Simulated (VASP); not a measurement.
Input of a VASP 6.6.1 run:

Contents of INCAR:

```
PREC = Accurate
ENCUT = 600
EDIFF = 1E-6
ISMEAR = 0
SIGMA = 0.1
LREAL = False
LASPH = True
NELM = 60
ALGO = Normal
ISIF = 3
LWAVE = False
LCHARG = False
GGA = PE
IVDW = 12
IBRION = 2
NSW = 90
EDIFFG = -0.02
```

The input KPOINTS:

```
Automatic mesh
0
Gamma
  12 12 8
```

POSCAR

```
PtSe2
1.0
    3.7644458745      0.0000000000      0.0000000000
   -1.8822229373      3.2601057585      0.0000000000
    0.0000000000      0.0000000000      4.8652984078
Pt Se
1 2
Direct
    0.0000000000      0.0000000000      0.0000000000
    0.3333333333      0.6666666667      0.2644373556
    0.6666666667      0.3333333333      0.7355626444
```

Potentials or basis: VASP PAW PBE potentials, release 64 (Pt, Se).

Run with:

```console
$ cat potpaw_PBE.64/Pt/POTCAR potpaw_PBE.64/Se/POTCAR > POTCAR
$ mpirun -np 1 vasp_std > vasp.out
```

Task: Estimate the space group after relaxing (to 0.1 Å).

Result: P-3m1 (No. 164).

Task: Predict the relaxed volume.

Result: 19.83 Å³/atom.

Task: Predict the relaxed cell.

Result: a = 3.773 Å, b = 3.773 Å, c = 4.824 Å, α = 90.00°, β = 90.00°, γ = 120.00°.

The path:
```tsv
step	energy change (eV)	largest force (eV/Å)	pressure (GPa)	volume (Å³)
1	0.0000	0.0032	-0.07	59.71
2	-0.0003	0.0176	0.00	59.63
3	-0.0006	0.0471	0.15	59.48
4	-0.0007	0.0163	-0.17	59.54
5	-0.0007	0.0246	-0.07	59.52
6	-0.0007	0.0179	-0.05	59.48
```
